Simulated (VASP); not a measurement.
# Ti3BiO3 (P-6m2) in VASP: further runs, part 2 of 2

VASP 6.6.1. Earlier steps stand in the parts before.

**3. Single point, PBE**

This run uses another cell than the first one, of 18.58 Å³/atom.

File INCAR:

```
ALGO = Normal ; EDIFF = 1E-6
ENCUT = 520 ; GGA = PE
ISIF = 2 ; ISMEAR = 0
LASPH = True ; LCHARG = False
LREAL = False ; LWAVE = False
NBANDS = 44 ; NELM = 60
PREC = Accurate ; SIGMA = 0.2
```

File KPOINTS:

```
k-points
0
Gamma
  8 6 6
```

File POSCAR:

```
Ti3BiO3
1.0
    0.0000000000      0.0000000000      2.8482299998
    7.2605109515      0.0000000000      0.0000000000
   -3.6302554757      6.2877869285      0.0000000000
Ti Bi O
3 1 3
Direct
    0.5000000000      0.5724289572      0.7862144786
    0.5000000000      0.2137855214      0.7862144786
    0.5000000000      0.2137855214      0.4275710428
    0.0000000000      0.0000000000      1.0000000000
    0.0000000000      0.4537804777      0.9075609554
    0.0000000000      0.0924390446      0.5462195223
    0.0000000000      0.4537804777      0.5462195223
```

Potentials or basis: VASP PAW PBE potentials, release 64 (Ti_sv, Bi_d, O).

Started as:

```console
cat potpaw_PBE.64/Ti_sv/POTCAR potpaw_PBE.64/Bi_d/POTCAR potpaw_PBE.64/O/POTCAR > POTCAR
mpirun -np 1 vasp_std > vasp.out
```

Wall time 2.3 min (1 thread of AMD EPYC 9R45 (Zen 5), shared host); peak memory 0.32 GiB.

Results (log left out):

- Free energy: -55.4136 eV
- Pressure: 0.2 GPa
- Largest force: 0.151 eV/Å
- Band gap on the k mesh: zero (an odd number of electrons rules out a gap without spin polarisation)

Forces on the atoms (eV/Å):
```
Ti   0.131  0.076  0.000
Ti  -0.131  0.076  0.000
Ti   0.000 -0.151  0.000
Bi   0.000  0.000  0.000
O    0.000  0.016  0.000
O   -0.014 -0.008  0.000
O    0.014 -0.008  0.000
```

Stress tensor (GPa, compression positive):
```
0.08 0.00 0.00
0.00 0.08 0.00
0.00 0.00 0.58
```

Levels at points of the mesh, in eV from the Fermi level:
| k point | band 30 | band 31 | band 32 | band 33 | band 34 | band 35 | band 36 | band 37 | band 38 | band 39 |
| --- | --- | --- | --- | --- | --- | --- | --- | --- | --- | --- |
| (0.00, 0.00, 0.00) | -4.29 | -3.61 | -3.61 | -1.81 | -0.61 | -0.61 | 0.50 | 1.33 | 1.47 | 1.47 |
| (0.50, 0.00, 0.00) | -3.83 | -3.83 | -1.51 | -1.51 | -1.05 | 0.16 | 0.16 | 1.27 | 1.61 | 1.61 |
| (0.00, 0.50, 0.00) | -4.26 | -3.83 | -3.54 | -1.75 | -0.59 | -0.49 | 0.74 | 0.78 | 1.12 | 1.41 |
| (0.50, 0.50, 0.00) | -3.88 | -3.78 | -1.60 | -1.51 | -1.39 | 0.33 | 0.44 | 1.02 | 1.18 | 1.63 |

Caveat: spin-orbit coupling is left out, which moves the levels of the heavy elements; an odd number of electrons without spin polarisation forces a metal; a magnetic or distorted state may lie lower.

**4. Single point, PBE**

This run uses another cell than the first one, of 18.58 Å³/atom.

File INCAR:

```
SYSTEM = Ti3BiO3
PREC = Accurate ; ENCUT = 520
EDIFF = 1E-7 ; ISMEAR = 0
SIGMA = 0.1 ; LREAL = .False.
LASPH = .True. ; NELM = 80
ALGO = Normal ; ISIF = 2
LWAVE = .False. ; LCHARG = .False.
GGA = PE ; NBANDS = 44
```

File KPOINTS:

```
regular mesh
0
Gamma
  6 6 12
  0 0 0
```

File POSCAR:

```
Ti3BiO3
1.0
    7.2605109515      0.0000000000      0.0000000000
   -3.6302554757      6.2877869285      0.0000000000
    0.0000000000      0.0000000000      2.8482299998
Ti Bi O
3 1 3
Direct
    0.5724289572      0.7862144786      0.5000000000
    0.2137855214      0.7862144786      0.5000000000
    0.2137855214      0.4275710428      0.5000000000
    0.0000000000      0.0000000000      0.0000000000
    0.4537804777      0.9075609554      0.0000000000
    0.0924390446      0.5462195223      0.0000000000
    0.4537804777      0.5462195223      0.0000000000
```

Started as:

```console
cat potpaw_PBE.64/Ti_sv/POTCAR potpaw_PBE.64/Bi_d/POTCAR potpaw_PBE.64/O/POTCAR > POTCAR
mpirun -np 1 vasp_std > vasp.out
```

Run time: 3.7 min. Hardware: 1 thread of AMD EPYC 9R45 (Zen 5), shared host; peak memory 0.37 GiB.

It converged, with:

```yaml
Free_energy: -55.3950 eV
Pressure: 0.2 GPa
Largest_force: 0.066 eV/Å
Band_gap_on_the_k_mesh: zero (an odd number of electrons rules out a gap without spin polarisation)
```

Forces in eV/Å, atoms in the order of the input:
```
Ti   0.057  0.033  0.000
Ti  -0.057  0.033  0.000
Ti   0.000 -0.066  0.000
Bi   0.000  0.000  0.000
O    0.000  0.032  0.000
O   -0.027 -0.016  0.000
O    0.027 -0.016  0.000
```

Stress tensor (GPa, compression positive):
```
0.15 0.00 0.00
0.00 0.15 0.00
0.00 0.00 0.37
```

Levels at points of the mesh, in eV from the Fermi level:
| k point | band 31 | band 32 | band 33 | band 34 | band 35 | band 36 | band 37 | band 38 |
| --- | --- | --- | --- | --- | --- | --- | --- | --- |
| (0.00, 0.00, 0.00) | -3.65 | -3.65 | -1.83 | -0.63 | -0.63 | 0.48 | 1.31 | 1.46 |
| (0.50, 0.00, 0.00) | -3.86 | -3.58 | -1.77 | -0.61 | -0.51 | 0.72 | 0.76 | 1.10 |
| (0.00, 0.00, 0.50) | -3.85 | -1.55 | -1.55 | -1.07 | 0.14 | 0.14 | 1.25 | 1.59 |
| (0.50, 0.00, 0.50) | -3.80 | -1.62 | -1.54 | -1.43 | 0.31 | 0.42 | 0.99 | 1.15 |

Caveat: spin-orbit coupling is left out, which moves the levels of the heavy elements; an odd number of electrons without spin polarisation forces a metal; a magnetic or distorted state may lie lower.

**5. Relaxation of cell and atoms, PBE, collinear spin**

This run uses another cell than the first one, of 13.75 Å³/atom.

File INCAR:

```
SYSTEM = Ti3BiO3
ALGO = Normal
EDIFF = 1E-7
EDIFFG = -0.08
ENCUT = 600
GGA = PE
IBRION = 2
ISIF = 3
ISMEAR = 0
ISPIN = 2
LASPH = .TRUE.
LCHARG = .FALSE.
LMAXMIX = 4
LORBIT = 11
LREAL = .FALSE.
LWAVE = .FALSE.
MAGMOM = 1 1 1 0 0 0 0
NELM = 150
NSW = 36
PREC = Accurate
SIGMA = 0.15
```

File KPOINTS:

```
k-points
0
G
  2 2 4
  0 0 0
```

File POSCAR:

```
Ti3BiO3
1.0
    6.3000000000      0.0000000000      0.0000000000
   -3.1500000000      5.4559600400      0.0000000000
    0.0000000000      0.0000000000      2.8000000000
Ti Bi O
3 1 3
Direct
    0.6000000000      0.8000000000      0.5000000000
    0.2000000000      0.8000000000      0.5000000000
    0.2000000000      0.4000000000      0.5000000000
    0.0000000000      0.0000000000      0.0000000000
    0.5000000000      0.0000000000      0.0000000000
    0.0000000000      0.5000000000      0.0000000000
    0.5000000000      0.5000000000      0.0000000000
```

Started as:

```console
cat potpaw_PBE.64/Ti_sv/POTCAR potpaw_PBE.64/Bi_d/POTCAR potpaw_PBE.64/O/POTCAR > POTCAR
mpirun -np 1 vasp_std > vasp.out
```

It took 6.2 min on 1 thread of AMD EPYC 9R45 (Zen 5), shared host; peak memory 0.28 GiB.

It converged, with:

```yaml
Free_energy: -55.2421 eV
Relaxed_volume: 18.19 Å³/atom
Relaxed_cell: a = 7.146 Å, b = 7.146 Å, c = 2.879 Å, α = 90.00°, β = 90.00°, γ = 120.00°
Space_group_after_relaxing_to_0.1_Å: P-6m2 (No. 187)
Energy_gained_by_relaxing: 618.9 meV/atom
Ionic_steps: 9
Pressure_after_relaxing: -0.2 GPa
Largest_force_after_relaxing: 0.031 eV/Å
Net_moment: 0.00 μB per cell
Valence_electrons_inside_the_program's_atomic_spheres: Ti 10.29; Bi 13.11; O 5.01
```

Forces on the atoms (eV/Å):
```
Ti   0.000  0.000  0.000
Ti   0.000  0.000  0.000
Ti   0.000  0.000  0.000
Bi   0.000  0.000  0.000
O    0.000 -0.031  0.000
O    0.027  0.016  0.000
O   -0.027  0.016  0.000
```

Stress tensor (GPa, compression positive):
```
 0.06  0.00  0.00
 0.00  0.06  0.00
 0.00  0.00 -0.62
```

The path:
```tsv
step	energy change (eV)	largest force (eV/Å)	pressure (GPa)	volume (Å³)
1	0.0000	3.4254	17.40	96.24
2	-2.3272	3.1256	-6.21	118.57
3	-2.4007	3.0399	-8.65	122.89
4	-4.2000	0.8462	-0.33	122.96
5	-4.2958	0.2257	2.67	122.91
6	-4.2956	0.2362	3.00	122.90
7	-4.3115	0.5626	-1.26	128.84
8	-4.3277	0.2402	0.43	126.33
9	-4.3324	0.0312	-0.17	127.33
```

Final structure:
```cif
data_structure
_symmetry_space_group_name_H-M 'P 1'
_symmetry_Int_Tables_number 1
_cell_length_a 7.1462
_cell_length_b 7.1462
_cell_length_c 2.8790
_cell_angle_alpha 90.000
_cell_angle_beta 90.000
_cell_angle_gamma 120.000
_cell_volume 127.33
loop_
_atom_site_label
_atom_site_type_symbol
_atom_site_fract_x
_atom_site_fract_y
_atom_site_fract_z
_atom_site_occupancy
Ti1 Ti 0.57675 0.78838 0.50000 1
Ti2 Ti 0.21162 0.78838 0.50000 1
Ti3 Ti 0.21162 0.42325 0.50000 1
Bi1 Bi 0.00000 0.00000 0.00000 1
O1 O 0.45501 0.91001 0.00000 1
O2 O 0.08999 0.54499 0.00000 1
O3 O 0.45501 0.54499 0.00000 1
```

Levels at points of the mesh, in eV from the Fermi level:
Spin up:
| k point | band 30 | band 31 | band 32 | band 33 | band 34 | band 35 | band 36 | band 37 | band 38 | band 39 |
| --- | --- | --- | --- | --- | --- | --- | --- | --- | --- | --- |
| (0.00, 0.00, 0.00) | -4.17 | -3.47 | -3.47 | -1.77 | -0.58 | -0.58 | 0.57 | 1.36 | 1.40 | 1.48 |
| (0.50, 0.00, 0.00) | -4.15 | -3.70 | -3.40 | -1.71 | -0.56 | -0.46 | 0.76 | 0.80 | 1.13 | 1.39 |
| (0.00, 0.00, 0.50) | -3.74 | -3.74 | -1.54 | -1.54 | -0.97 | 0.13 | 0.13 | 1.39 | 1.55 | 1.55 |
| (0.50, 0.00, 0.50) | -3.79 | -3.68 | -1.58 | -1.53 | -1.46 | 0.29 | 0.44 | 1.12 | 1.18 | 1.54 |
Spin down:
```tsv
k point	band 31	band 32	band 33	band 34	band 35	band 36	band 37	band 38
(0.00, 0.00, 0.00)	-3.47	-3.47	-1.77	-0.58	-0.58	0.57	1.36	1.40
(0.50, 0.00, 0.00)	-3.70	-3.40	-1.71	-0.56	-0.46	0.76	0.80	1.13
(0.00, 0.00, 0.50)	-3.74	-1.54	-1.54	-0.97	0.13	0.13	1.39	1.55
(0.50, 0.00, 0.50)	-3.68	-1.58	-1.53	-1.46	0.29	0.44	1.12	1.18
```

Caveat: the k points lie up to 0.55 Å⁻¹ apart in the final cell; the volume moved by over 15 % at a fixed basis, so the end points are rough; spin-orbit coupling is left out, which moves the levels of the heavy elements.

**6. Overview**

```csv
task,spin,cell,k mesh,cutoff (eV),smearing,gap on the mesh (eV),pressure (GPa),moment (μB),largest force (eV/Å)
single point,collinear,"a = 7.135, b = 7.135, c = 2.869 Å, angles 90.0, 90.0, 120.0°, 7 atoms, atomic positions A",2 × 2 × 4,520,gaussian 0.15 eV,none,0.8,0.00,0.08
single point,off,"a = 2.848, b = 7.261, c = 7.261 Å, angles 120.0, 90.0, 90.0°, 7 atoms, atomic positions B",8 × 6 × 6,520,gaussian 0.2 eV,none,0.2,-,0.15
single point,off,"a = 7.261, b = 7.261, c = 2.848 Å, angles 90.0, 90.0, 120.0°, 7 atoms, atomic positions B",6 × 6 × 12,520,gaussian 0.1 eV,none,0.2,-,0.07
relaxation of cell and atoms,collinear,"relaxed from a = 6.300, b = 6.300, c = 2.800 Å, angles 90.0, 90.0, 120.0°, 7 atoms, atomic positions C",2 × 2 × 4,600,gaussian 0.15 eV,none,-0.2,0.00,0.03
```

Alike in all rows: level PBE; potentials or basis VASP PAW PBE potentials, release 64 (Ti_sv, Bi_d, O).

Caveats: some runs use coarse meshes; spin-orbit coupling is left out, which moves the levels of the heavy elements; an odd number of electrons without spin polarisation forces a metal (at least some runs); a magnetic or distorted state may lie lower (at least some runs); the volume moved by over 15 % at a fixed basis, so the end points are rough (at least some runs).

Total energies depend on the potentials used, so only differences within one code and one set of settings carry meaning.
